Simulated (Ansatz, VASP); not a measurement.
## Pd in VASP and in Ansatz

```
CELL_PARAMETERS angstrom
0.00000 1.97980 1.97980
1.97980 0.00000 1.97980
1.97980 1.97980 0.00000
ATOMIC_POSITIONS crystal
Pd 0.00000 0.00000 0.00000
```

Alike in both runs: task single point; functional PBE; k mesh 9 × 9 × 9; occupations fermi-dirac, width 0.15 eV; no spin polarisation.

|  | VASP | Ansatz |
| --- | --- | --- |
| version | VASP 6.6.1 | Ansatz 0.2.0 |
| potentials or method | VASP PAW PBE potentials, release 64 (Pd), cutoff 500 eV | plane waves, PAW |
| valence electrons in the cell | 10 | 18 |

VASP gave:

| Property | Result |
| --- | --- |
| pressure (GPa) | -1.8 |

**Question.** What did Ansatz give for the same quantities?

**Answer.** Pressure (GPa): -1.6.

VASP's potentials hold 10 valence electrons a cell and Ansatz's 18, so a difference there can come from the potentials and not from the codes.
